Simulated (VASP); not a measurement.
# SiC (P6_3mc) in VASP: a series of runs

Runs on SiC. Level: LDA. Tasks: single point.

All numbers are computed with VASP 6.6.1; they aren't measurements. Logs are shortened: lines on timing, memory, paths and dates and some standing lists are left out, and cuts for length are marked.

## (1) The cell of the first run

It takes space group P6_3mc (No. 186, hexagonal). The conventional cell has a = 2.979 Å, b = 2.979 Å, c = 5.280 Å, α = 90.00°, β = 90.00°, γ = 120.00°. Within 2.4 Å of Si (site symmetry 3m) lie 4 C at 1.79 to 2.14 Å. C (site symmetry 3m) has 4 Si at 1.79 to 2.14 Å within 2.4 Å.

## (2) Single point, LDA (c/a of the conventional cell at fixed volume 1.7726)

Contents of INCAR:

```
ALGO = Normal ; EDIFF = 1E-6
ENCUT = 520 ; GGA = CA
ISIF = 2 ; ISMEAR = 0
LASPH = T ; LCHARG = T
LELF = T ; LREAL = F
LVHAR = T ; LWAVE = F
NBANDS = 16 ; NELM = 60
PREC = Accurate ; SIGMA = 0.05
```

Contents of KPOINTS:

```
k-points
0
Gamma
  12 12 6
```

Contents of POSCAR:

```
SiC
1.0
    2.9787958993      0.0000000000      0.0000000000
   -1.4893979497      2.5797129215      0.0000000000
    0.0000000000      0.0000000000      5.2802136111
Si C
2 2
Direct
    0.3333333333      0.6666666667      0.0046041256
    0.6666666667      0.3333333333      0.5046041256
    0.3333333333      0.6666666667      0.4102991467
    0.6666666667      0.3333333333      0.9102991467
```

Potentials or basis: VASP PAW LDA potentials, release 64 (Si, C).

Run with:

```console
$ cat potpaw_LDA.64/Si/POTCAR potpaw_LDA.64/C/POTCAR > POTCAR
$ mpirun -np 1 vasp_std > vasp.out
```

OUTCAR:

```text
EDIFF = 1E-6
   ENCUT = 520
   GGA = CA
   ISIF = 2
   ISMEAR = 0
   LASPH = T
   LREAL = F
   NELM = 60
   PREC = Accurate

 ion  position               nearest neighbor table
   1  0.333  0.667  0.005-   4 1.79   4 1.79   4 1.79   3 2.14
   2  0.667  0.333  0.505-   3 1.79   3 1.79   3 1.79   4 2.14
   3  0.333  0.667  0.410-   2 1.79   2 1.79   2 1.79   1 2.14
   4  0.667  0.333  0.910-   1 1.79   1 1.79   1 1.79   2 2.14

  LATTYP: Found a hexagonal cell.
 ALAT       =     2.9787958993
 C/A-ratio  =     1.7726000000

  Lattice vectors:

 A1 = (   2.9787958993,   0.0000000000,   0.0000000000)
 A2 = (  -1.4893979497,   2.5797129215,   0.0000000000)
 A3 = (   0.0000000000,   0.0000000000,   5.2802136111)

Analysis of symmetry for initial positions (statically):
=====================================================================
 Subroutine PRICEL returns:
 Original cell was already a primitive cell.

 Routine SETGRP: Setting up the symmetry group for a
 hexagonal supercell.

 Subroutine GETGRP returns: Found 12 space group operations
 (whereof  6 operations were pure point group operations)
 out of a pool of 24 trial point group operations.

The static configuration has the point symmetry C_3v.
 The point group associated with its full space group is C_6v.

Analysis of symmetry for dynamics (positions and initial velocities):
=====================================================================
 Subroutine PRICEL returns:
 Original cell was already a primitive cell.

 Routine SETGRP: Setting up the symmetry group for a
 hexagonal supercell.

 Subroutine GETGRP returns: Found 12 space group operations
 (whereof  6 operations were pure point group operations)
 out of a pool of 24 trial point group operations.

The dynamic configuration has the point symmetry C_3v.
 The point group associated with its full space group is C_6v.

 Subroutine INISYM returns: Found 12 space group operations
 (whereof  6 operations are pure point group operations),
 and found     1 'primitive' translations

----------------------------------------------------------------------------------------

                                     Primitive cell

  volume of cell :      40.5755

  direct lattice vectors                    reciprocal lattice vectors
     2.978795899  0.000000000  0.000000000     0.335706115  0.193820016  0.000000000
    -1.489397950  2.579712922  0.000000000     0.000000000  0.387640032  0.000000000
     0.000000000  0.000000000  5.280213611     0.000000000  0.000000000  0.189386277

  length of vectors
     2.978795899  2.978795899  5.280213611     0.387640032  0.387640032  0.189386277

  position of ions in fractional coordinates (direct lattice)
     0.333333333  0.666666667  0.004604126
     0.666666667  0.333333333  0.504604126
     0.333333333  0.666666667  0.410299147
     0.666666667  0.333333333  0.910299147

  ion indices of the primitive-cell ions
   primitive index   ion index
                 1           1
                 2           2
                 3           3
                 4           4

----------------------------------------------------------------------------------------

 KPOINTS: k-points

Automatic generation of k-mesh.
 Grid dimensions read from file:
 generate k-points for:   12   12    6

 Generating k-lattice:

  Cartesian coordinates                     Fractional coordinates (reciprocal lattice)
     0.027975510  0.016151668  0.000000000     0.083333333  0.000000000  0.000000000
     0.000000000  0.032303336  0.000000000     0.000000000  0.083333333  0.000000000
     0.000000000  0.000000000  0.031564380     0.000000000  0.000000000  0.166666667

  Length of vectors
     0.032303336  0.032303336  0.031564380

  Shift w.r.t. Gamma in fractional coordinates (k-lattice)
     0.000000000  0.000000000  0.000000000

 Subroutine IBZKPT returns following result:
 ===========================================

 Found     76 irreducible k-points:

 Following reciprocal coordinates:
            Coordinates               Weight
  0.000000  0.000000  0.000000      1.000000
  0.083333 -0.000000  0.000000      6.000000
  0.166667 -0.000000  0.000000      6.000000
  0.250000  0.000000  0.000000      6.000000
  0.333333 -0.000000  0.000000      6.000000
  0.416667  0.000000  0.000000      6.000000
[... 16 lines left out ...]
  0.250000  0.000000  0.166667     12.000000
  0.333333 -0.000000  0.166667     12.000000
 [... further k-points ...]
   k-points           NKPTS =     76   k-points in BZ     NKDIM =     76   number of bands    NBANDS=     16
   number of dos      NEDOS =    301   number of ions     NIONS =      4
   total plane-waves  NPLWV =  23040
   dimension x,y,z NGX =    24 NGY =   24 NGZ =   40
   dimension x,y,z NGXF=    48 NGYF=   48 NGZF=   80
   ions per type =               2   2
   NGX,Y,Z   is equivalent  to a cutoff of  13.39, 13.39, 12.59 a.u.
   NGXF,Y,Z  is equivalent  to a cutoff of  26.79, 26.79, 25.19 a.u.
 SYSTEM =  unknown system
   PREC   = accura    normal or accurate (medium, high low for compatibility)
   ISTART =      0    job   : 0-new  1-cont  2-samecut
   ICHARG =      2    charge: 1-file 2-atom 10-const
   ISPIN  =      1    spin polarized calculation?
   LNONCOLLINEAR =      F non collinear calculations
   LSORBIT =      F    spin-orbit coupling
   LASPH  =      T    aspherical Exc in radial PAW
   ENCUT  =  520.0 eV  38.22 Ry    6.18 a.u.   5.54  5.54  9.82*2*pi/ulx,y,z
   NELM   =     60;   NELMIN=  2; NELMDL= -5     # of ELM steps
   EDIFF  = 0.1E-05   stopping-criterion for ELM
   LREAL  =      F    real-space projection
   EDIFFG = 0.1E-04   stopping-criterion for IOM
   NSW    =      0    number of steps for IOM
   IBRION =     -1    ionic relax: 0-MD 1-quasi-New 2-CG
   NFREE  =      0    steps in history (QN), initial steepest desc. (CG)
   ISIF   =      2    stress and relaxation
   ISYM   =      2    0-nonsym 1-usesym 2-fastsym
   POTIM  = 0.5000    time-step for ionic-motion
   TEBEG  =    0.0;   TEEND  =   0.0 temperature during run
   PSTRESS=    0.0 pullay stress
   NELECT =      16.0000    total number of electrons
   NUPDOWN=      -1.0000    fix difference up-down
   EMIN   =  10.00;   EMAX   =-10.00  energy-range for DOS
   EFERMI =   0.00;   METHOD = LEGACY
   ISMEAR =     0;   SIGMA  =   0.05  broadening in eV -4-tet -1-fermi 0-gaus
   EFERMI_NEDOS =   21; number of points for ismear=-14 and -15
   IALGO  =     38    algorithm
   IMIX   =      4    mixing-type and parameters
     AMIX     =   0.40;   BMIX     =  1.00
     AMIX_MAG =   1.60;   BMIX_MAG =  1.00
  volume/ion in A,a.u.               =      10.14        68.45
  Fermi-wavevector in a.u.,A,eV,Ry     =   1.200495  2.268606 19.608550  1.441188
  Thomas-Fermi vector in A             =   2.336329
   LORBIT       =      0    0 simple, 1 ext, 2 COOP (PROOUT), +10 PAW based schemes
   GGA     = CA    functional components
   LHFCALC =     F    Hartree Fock is set to
   AEXX    =    0.0000 exact exchange contribution
   IVDW    =     0    specifies the selected vdW correction
   LEPSILON=     F    determine dielectric tensor
   LRPA    =     F    only Hartree local field effects (RPA)
 non-spin polarized calculation
 Gauss-broadening in eV      SIGMA  =   0.05
  energy-cutoff  :      520.00
  volume of cell :       40.58
 maximum number of plane-waves:      1115
 NGX is ok and might be reduce to    24
   NGX = 11   NGY = 11   NGZ = 19

 number of electron      15.9999999 magnetization

 Free energy of the ion-electron system (eV)
  ---------------------------------------------------
  ext. energy  EPLUGINS =         0.00000000
  ---------------------------------------------------
  free energy    TOTEN  =       -32.55804477 eV

  energy without entropy =      -32.55804477  energy(sigma->0) =      -32.55804477

 E-fermi :   8.8128     XC(G=0): -11.6122

 val. band max:        8.5708605853   @ k =   0.0833  -0.0000   0.0000
 cond. band min:      11.0127676249   @ k =   0.3333   0.3333   0.0000
 fundamental gap:      2.4419070396
 Fermi energy:         8.8127881268

 k-point     1 :       0.0000    0.0000    0.0000
  band No.  band energies     occupation
      1      -7.2988      2.00000
      2      -4.4699      2.00000
      3      -0.0127      2.00000
      4       7.1511      2.00000
      5       7.1511      2.00000
      6       8.0085      2.00000
[... 8 lines left out ...]
     15      17.2994      0.00000
     16      19.8365      0.00000

 k-point     2 :       0.0833   -0.0000    0.0000
  band No.  band energies     occupation
      1      -7.1686      2.00000
      2      -4.3522      2.00000
      3       0.1151      2.00000
      4       6.5024      2.00000
      5       6.9432      2.00000
      6       7.5351      2.00000
[... 8 lines left out ...]
     15      17.6461      0.00000
     16      19.3168      0.00000

 k-point     3 :       0.1667   -0.0000    0.0000
  band No.  band energies     occupation
      1      -6.7809      2.00000
      2      -4.0050      2.00000
      3       0.4926      2.00000
      4       5.0083      2.00000
      5       6.3810      2.00000
      6       6.4669      2.00000
[... 8 lines left out ...]
     15      18.4222      0.00000
     16      18.4819      0.00000

 k-point     4 :       0.2500    0.0000    0.0000
  band No.  band energies     occupation
      1      -6.1462      2.00000
      2      -3.4512      2.00000
      3       1.0877      2.00000
      4       3.2686      2.00000
      5       4.9188      2.00000
      6       5.9431      2.00000
[... 8 lines left out ...]
     15      18.2939      0.00000
     16      19.4890      0.00000
[... 324 lines left out ...]
 k-point    22 :       0.1667   -0.0000    0.1667
  band No.  band energies     occupation
      1      -6.6641      2.00000
      2      -4.3513      2.00000
      3       1.0477      2.00000
      4       5.0947      2.00000
      5       6.2011      2.00000
      6       6.5327      2.00000
[... 8 lines left out ...]
     15      18.3493      0.00000
     16      18.7569      0.00000

 k-point    23 :       0.2500    0.0000    0.1667
  band No.  band energies     occupation
      1      -6.0313      2.00000
      2      -3.7796      2.00000
      3       1.5787      2.00000
      4       3.4066      2.00000
      5       4.7116      2.00000
      6       6.0153      2.00000
[... 8 lines left out ...]
     15      18.6011      0.00000
     16      19.4426      0.00000

 k-point    24 :       0.3333   -0.0000    0.1667
  band No.  band energies     occupation
      1      -5.1785      2.00000
      2      -3.0525      2.00000
      3       1.3418      2.00000
      4       2.7230      2.00000
      5       3.1712      2.00000
      6       5.5822      2.00000
[... 8 lines left out ...]
     15      19.0683      0.00000
     16      20.6343      0.00000

 [... further k-points ...]
[... 5 lines left out ...]
  --------------------------------------------------------------------------------------
  -------------------------------------------------------------------------------------
  Total        6.3208765      6.3208765     -5.4124333     -0.0000000     -0.0000000     -0.0000000
  in kB      249.5883266    249.5883266   -213.7172226     -0.0000000     -0.0000000     -0.0000000
  external PRESSURE =      95.1531435 kB  Pullay stress =       0.0000000 kB

 VOLUME and BASIS-vectors are now :
 -----------------------------------------------------------------------------
  energy-cutoff  :      520.00
  volume of cell :       40.58
      direct lattice vectors                 reciprocal lattice vectors
     2.978795899  0.000000000  0.000000000     0.335706115  0.193820016  0.000000000
    -1.489397950  2.579712922  0.000000000     0.000000000  0.387640032  0.000000000
     0.000000000  0.000000000  5.280213611     0.000000000  0.000000000  0.189386277

 POSITION                                       TOTAL-FORCE (eV/Angst)
 -----------------------------------------------------------------------------------
     -0.00000      1.71981      0.02431         0.000000      0.000000      2.025849
      1.48940      0.85990      2.66442         0.000000     -0.000000      2.025849
     -0.00000      1.71981      2.16647         0.000000     -0.000000     -2.025849
      1.48940      0.85990      4.80657        -0.000000     -0.000000     -2.025849
 -----------------------------------------------------------------------------------
    total drift:                                0.000000      0.000000      0.000996

  FREE ENERGIE OF THE ION-ELECTRON SYSTEM (eV)
  ---------------------------------------------------
  free  energy   TOTEN  =       -32.5580447653 eV

  energy  without entropy=      -32.5580447653  energy(sigma->0) =      -32.55804477
```

It took 26 s on 1 thread of Intel Xeon Platinum 8259CL at 2.50GHz (Skylake/Cascade Lake), shared host; peak memory 0.16 GiB.

What came out:

```yaml
Free_energy: -32.5580 eV
Pressure: 9.5 GPa
Largest_force: 2.026 eV/Å
Band_gap_on_the_k_mesh: 2.44 eV, indirect (least direct gap 4.33 eV)
```

Forces on the atoms (eV/Å):
```
Si   0.000  0.000  2.026
Si   0.000  0.000  2.026
C    0.000  0.000 -2.026
C    0.000  0.000 -2.026
```

Stress tensor (GPa, compression positive):
```
 24.96   0.00   0.00
  0.00  24.96   0.00
  0.00   0.00 -21.37
```

Caveat: forces of over 1 eV/Å act on the atoms, so gaps and moduli don't describe the material at rest. A k mesh can miss the band edges.

## (3) Single point, LDA (c/a of the conventional cell at fixed volume 1.5538)

Contents of INCAR:

```
PREC     = Accurate       # precision mode
ENCUT    = 520            # plane-wave cutoff, eV
EDIFF    = 1E-7           # SCF threshold, eV
ISMEAR   = 0              # smearing method
SIGMA    = 0.05           # smearing width, eV
LREAL    = False          # projectors in reciprocal space
LASPH    = True           # aspherical terms in the spheres
NELM     = 60             # most SCF steps
ALGO     = Normal         # electronic algorithm
ISIF     = 2              # what is computed and relaxed
LWAVE    = False          # write WAVECAR
LCHARG   = False          # write CHGCAR
GGA      = CA             # functional
NBANDS   = 16             # bands
```

Contents of KPOINTS:

```
regular mesh
0
Gamma
  12 12 6
```

Contents of POSCAR:

```
SiC
1.0
    3.1125233865      0.0000000000      0.0000000000
   -1.5562616933      2.6955243226      0.0000000000
    0.0000000000      0.0000000000      4.8362388379
Si C
2 2
Direct
    0.3333333333      0.6666666667      0.0046041256
    0.6666666667      0.3333333333      0.5046041256
    0.3333333333      0.6666666667      0.3355409659
    0.6666666667      0.3333333333      0.8355409659
```

Potentials or basis: VASP PAW LDA potentials, release 64 (Si, C).

Run with:

```console
$ cat potpaw_LDA.64/Si/POTCAR potpaw_LDA.64/C/POTCAR > POTCAR
$ mpirun -np 1 vasp_std > vasp.out
```

It took 25 s on 1 thread of Intel Xeon Platinum 8259CL at 2.50GHz (Skylake/Cascade Lake), shared host; peak memory 0.16 GiB.

Results (log left out):

```
Free energy            : -31.3233 eV
Pressure               : 16.5 GPa
Largest force          : 8.678 eV/Å
Band gap on the k mesh : 1.09 eV, indirect (least direct gap 3.08 eV)
```

Forces in eV/Å, atoms in the order of the input:
```
Si   0.000  0.000 -8.678
Si   0.000  0.000 -8.678
C    0.000  0.000  8.678
C    0.000  0.000  8.678
```

Stress tensor (GPa, compression positive):
```
-16.36   0.00   0.00
  0.00 -16.36   0.00
  0.00   0.00  82.33
```

Levels at points of the mesh, in eV from the valence-band top:
```tsv
k point	band 4	band 5	band 6	band 7	band 8	band 9	band 10	band 11	band 12	band 13
(0.00, 0.00, 0.00)	-1.72	-1.72	-1.51	0.00	0.00	3.97	6.09	6.09	6.17	8.94
(0.50, 0.00, 0.00)	-6.33	-5.80	-4.38	-3.73	-0.85	2.23	3.38	5.62	6.44	9.62
(0.00, 0.00, 0.50)	-4.97	-0.95	-0.95	-0.95	-0.95	5.35	5.35	6.84	6.84	6.84
(0.50, 0.00, 0.50)	-8.48	-2.91	-2.91	-2.63	-2.63	2.88	2.88	5.63	5.63	9.56
```

Caveat: forces of over 1 eV/Å act on the atoms, so gaps and moduli don't describe the material at rest. A k mesh can miss the band edges.

## (4) Single point, LDA (c/a of the conventional cell at fixed volume 1.7289)

Contents of INCAR:

```
SYSTEM = SiC
PREC     = Accurate       ! precision mode
ENCUT    = 520            ! plane-wave cutoff, eV
EDIFF    = 1E-7           ! SCF threshold, eV
ISMEAR   = 0              ! smearing method
SIGMA    = 0.05           ! smearing width, eV
LREAL    = .FALSE.        ! projectors in reciprocal space
LASPH    = .TRUE.         ! aspherical terms in the spheres
NELM     = 80             ! most SCF steps
ALGO     = Normal         ! electronic algorithm
ISIF     = 2              ! what is computed and relaxed
LWAVE    = .FALSE.        ! write WAVECAR
LCHARG   = .FALSE.        ! write CHGCAR
NBANDS   = 16             ! bands
```

Contents of KPOINTS:

```
regular mesh
0
G
  12 12 6
  0 0 0
```

Contents of POSCAR:

```
SiC
1.0
    3.0036848971      0.0000000000      0.0000000000
   -1.5018424486      2.6012674258      0.0000000000
    0.0000000000      0.0000000000      5.1930708186
Si C
2 2
Direct
    0.3333333333      0.6666666667      0.0046041256
    0.6666666667      0.3333333333      0.5046041256
    0.3333333333      0.6666666667      0.3654442382
    0.6666666667      0.3333333333      0.8654442382
```

Run with:

```console
$ cat potpaw_LDA.64/Si/POTCAR potpaw_LDA.64/C/POTCAR > POTCAR
$ mpirun -np 1 vasp_std > vasp.out
```

It took 28 s on 1 thread of Intel Xeon Platinum 8259CL at 2.50GHz (Skylake/Cascade Lake), shared host; peak memory 0.16 GiB.

Results (log left out):

| Property | Result |
| --- | --- |
| Free energy | -33.1075 eV |
| Pressure | 0.1 GPa |
| Largest force | 0.981 eV/Å |
| Band gap on the k mesh | 1.31 eV, indirect (least direct gap 4.16 eV) |

Forces in eV/Å, atoms in the order of the input:
```
Si   0.000  0.000 -0.981
Si   0.000  0.000 -0.981
C    0.000  0.000  0.981
C    0.000  0.000  0.981
```

Stress tensor (GPa, compression positive):
```
  7.61   0.00   0.00
  0.00   7.61   0.00
  0.00   0.00 -14.85
```

Levels at points of the mesh, in eV from the valence-band top:
```csv
k point,band 5,band 6,band 7,band 8,band 9,band 10,band 11,band 12
"(0.00, 0.00, 0.00)",-1.14,-1.11,0.00,0.00,5.03,5.48,6.81,6.81
"(0.50, 0.00, 0.00)",-6.01,-3.95,-3.27,-1.32,2.84,3.29,6.64,6.70
"(0.00, 0.00, 0.50)",-0.61,-0.61,-0.61,-0.61,6.32,6.32,7.47,7.47
"(0.50, 0.00, 0.50)",-3.09,-3.09,-2.46,-2.46,2.65,2.65,4.96,4.96
```

(Part 1 of 2 ends here.)
